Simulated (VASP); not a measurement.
Input of a VASP 6.6.1 run:

The input INCAR:

```
SYSTEM = MgO
PREC = Accurate
ENCUT = 520
EDIFF = 1E-6
ISMEAR = 0
SIGMA = 0.01
LREAL = .FALSE.
LASPH = .TRUE.
NELM = 80
ALGO = Normal
ISIF = 2
LWAVE = .FALSE.
LCHARG = .FALSE.
GGA = PS
NBANDS = 11
```

Contents of KPOINTS:

```
Automatic mesh
0
G
  10 10 10
  0 0 0
```

File POSCAR:

```
MgO
1.0
    0.0000000000      2.0862311184      2.0862311184
    2.0862311184      0.0000000000      2.0862311184
    2.0862311184      2.0862311184      0.0000000000
Mg O
1 1
Direct
    0.0000000000      0.0000000000      0.0000000000
    0.5000000000      0.5000000000      0.5000000000
```

Potentials or basis: VASP PAW PBE potentials, release 64 (Mg, O).

The run is started by

```sh
$ cat potpaw_PBE.64/Mg/POTCAR potpaw_PBE.64/O/POTCAR > POTCAR
$ mpirun -np 1 vasp_std > vasp.out
```

Estimate the band gap on the k mesh.

4.91 eV, direct.

Predict the pressure.

4.5 GPa.

Caveat: the PAW data sets were made with another functional, which shifts forces and pressure a little. PBEsol gaps usually lie below the measured ones, often by a third to a half.
